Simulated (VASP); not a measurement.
# V (Im-3m) in VASP: a series of runs, part 2 of 2

VASP 6.6.1.

## 3. Relaxation of cell and atoms, r2SCAN

This run uses another cell than the first one, of 13.50 Å³/atom.

The input, POSCAR:

```
V
1.0
   -1.5000000000      1.5000000000      1.5000000000
    1.5000000000     -1.5000000000      1.5000000000
    1.5000000000      1.5000000000     -1.5000000000
V
1
Direct
    0.0000000000      0.0000000000      0.0000000000
```

The input, INCAR.step1:

```
SYSTEM = V
ALGO = Normal ; EDIFF = 1E-4
ENCUT = 600 ; GGA = PE
ISMEAR = 1 ; LASPH = .TRUE.
LCHARG = .FALSE. ; LREAL = .FALSE.
LWAVE = .TRUE. ; NELM = 60
PREC = Accurate ; SIGMA = 0.1
```

The input, INCAR.step2:

```
SYSTEM = V
ALGO = Normal ; EDIFF = 1E-6
EDIFFG = -0.005 ; ENCUT = 600
IBRION = 2 ; ISIF = 3
ISMEAR = 1 ; ISTART = 1
LASPH = .TRUE. ; LCHARG = .FALSE.
LMIXTAU = .TRUE. ; LREAL = .FALSE.
LWAVE = .FALSE. ; METAGGA = R2SCAN
NELM = 60 ; NSW = 80
PREC = Accurate ; SIGMA = 0.1
```

The input, KPOINTS:

```
k-points
0
G
  20 20 20
  0 0 0
```

Potentials or basis: VASP PAW PBE potentials, release 64 (V_sv).

Started as:

```sh
cat potpaw_PBE.64/V_sv/POTCAR > POTCAR
cp INCAR.step1 INCAR
mpirun -np 1 vasp_std > vasp.out
cp INCAR.step2 INCAR
mpirun -np 1 vasp_std > vasp.out
```

OUTCAR:

```text
SYSTEM = V
   EDIFF = 1E-6
   EDIFFG = -0.005
   ENCUT = 600
   IBRION = 2
   ISIF = 3
   ISMEAR = 1
   ISTART = 1
   LASPH = .TRUE.
   LREAL = .FALSE.
   METAGGA = R2SCAN
   NELM = 60
   NSW = 80
   PREC = Accurate

 ion  position               nearest neighbor table
   1  0.000  0.000  0.000-

  LATTYP: Found a body centered cubic cell.
 ALAT       =     3.0000000000

  Lattice vectors:

 A1 = (  -1.5000000000,   1.5000000000,   1.5000000000)
 A2 = (   1.5000000000,  -1.5000000000,   1.5000000000)
 A3 = (   1.5000000000,   1.5000000000,  -1.5000000000)

Analysis of symmetry for initial positions (statically):
=====================================================================
 Subroutine PRICEL returns:
 Original cell was already a primitive cell.

 Routine SETGRP: Setting up the symmetry group for a
 body centered cubic supercell.

 Subroutine GETGRP returns: Found 48 space group operations
 (whereof 48 operations were pure point group operations)
 out of a pool of 48 trial point group operations.

The static configuration has the point symmetry O_h .

[... 165 lines left out ...]
  Direction    XX          YY          ZZ          XY          YZ          ZX
  --------------------------------------------------------------------------------------
  -------------------------------------------------------------------------------------
  Total       -0.2366154     -0.2366154     -0.2366154     -0.0000000      0.0000000      0.0000000
  in kB      -28.0814739    -28.0814739    -28.0814739     -0.0000000      0.0000000      0.0000000
  external PRESSURE =     -28.0814739 kB  Pullay stress =       0.0000000 kB
[... 22 lines left out ...]
--------------------------------------- Ionic step        2  -------------------------------------------

 number of electron      12.9999997 magnetization

 E-fermi :  10.0637     XC(G=0): -14.2635

 val. band max:       10.0574383980   @ k =  -0.1500   0.2500   0.0500
 cond. band min:      10.0656629327   @ k =  -0.3500   0.4000   0.1500
 fundamental gap:      0.0082245347
 Fermi energy:        10.0636835083

 k-point     1 :       0.0000    0.0000    0.0000
  band No.  band energies     occupation
      1     -56.2102      2.00000
      2     -28.3052      2.00000
      3     -28.3052      2.00000
      4     -28.3052      2.00000
      5       2.9421      2.00000
      6      10.5611     -0.00000
      7      10.5611     -0.00000
      8      10.5612     -0.00000
      9      12.8243      0.00000
     10      12.8243      0.00000
[... 333 lines left out ...]
--------------------------------------- Ionic step        3  -------------------------------------------

 number of electron      12.9999998 magnetization

 Free energy of the ion-electron system (eV)
  ---------------------------------------------------
  ext. energy  EPLUGINS =         0.00000000
  ---------------------------------------------------
  free energy    TOTEN  =       -14.13005147 eV

  energy without entropy =      -14.12987427  energy(sigma->0) =      -14.12999240

 E-fermi :   9.8134     XC(G=0): -14.1431

 val. band max:        9.8112254503   @ k =  -0.4000   0.4000   0.1000
 cond. band min:       9.8143829540   @ k =  -0.1500   0.2500   0.0500
 fundamental gap:      0.0031575036
 Fermi energy:         9.8134261034

 k-point     1 :       0.0000    0.0000    0.0000
  band No.  band energies     occupation
      1     -56.4864      2.00000
      2     -28.6162      2.00000
      3     -28.6162      2.00000
      4     -28.6162      2.00000
      5       2.7315      2.00000
      6      10.3049     -0.00000
      7      10.3049     -0.00000
      8      10.3049     -0.00000
      9      12.5173      0.00000
     10      12.5173      0.00000
[... 327 lines left out ...]
  FREE ENERGIE OF THE ION-ELECTRON SYSTEM (eV)
  ---------------------------------------------------
  free  energy   TOTEN  =       -14.1300514729 eV

  energy  without entropy=      -14.1298742670  energy(sigma->0) =      -14.12999240

 reached required accuracy - stopping structural energy minimisation
```

OUTCAR.step1:

```text
SYSTEM = V
   EDIFF = 1E-4
   ENCUT = 600
   GGA = PE
   ISMEAR = 1
   LASPH = .TRUE.
[... 529 lines left out ...]
 POSITION                                       TOTAL-FORCE (eV/Angst)
 -----------------------------------------------------------------------------------
      0.00000      0.00000      0.00000         0.000000      0.000000      0.000000
 -----------------------------------------------------------------------------------
    total drift:                                0.000000      0.000000      0.000000

  FREE ENERGIE OF THE ION-ELECTRON SYSTEM (eV)
  ---------------------------------------------------
  free  energy   TOTEN  =        -8.9922876902 eV

  energy  without entropy=       -8.9921795410  energy(sigma->0) =       -8.99225164
```

Wall time 3.9 min (1 thread of Intel Xeon 8259CL, shared host); peak memory 0.18 GiB.

Results:

```yaml
Free_energy: -14.1301 eV
Relaxed_volume: 13.30 Å³/atom
Relaxed_cell: a = 2.585 Å, b = 2.585 Å, c = 2.585 Å, α = 109.47°, β = 109.47°, γ = 109.47°
Space_group_after_relaxing_to_0.1_Å: Im-3m (No. 229)
Energy_gained_by_relaxing: 1.8 meV/atom
Ionic_steps: 3
Pressure_after_relaxing: 0.0 GPa
Band_gap_on_the_k_mesh: zero (an odd number of electrons rules out a gap without spin polarisation)
```

Step by step:
```
step  energy change (eV)  largest force (eV/Å)  pressure (GPa)  volume (Å³)
   1              0.0000                0.0000           -2.81        13.50
   2              0.0014                0.0000            3.96        13.04
   3             -0.0018                0.0000           -0.02        13.30
```

Final structure:
```cif
data_structure
_symmetry_space_group_name_H-M 'P 1'
_symmetry_Int_Tables_number 1
_cell_length_a 2.5853
_cell_length_b 2.5853
_cell_length_c 2.5853
_cell_angle_alpha 109.471
_cell_angle_beta 109.471
_cell_angle_gamma 109.471
_cell_volume 13.30
loop_
_atom_site_label
_atom_site_type_symbol
_atom_site_fract_x
_atom_site_fract_y
_atom_site_fract_z
_atom_site_occupancy
V1 V 0.00000 0.00000 0.00000 1
```

Caveat: the PAW data sets were made with another functional, which shifts forces and pressure a little.
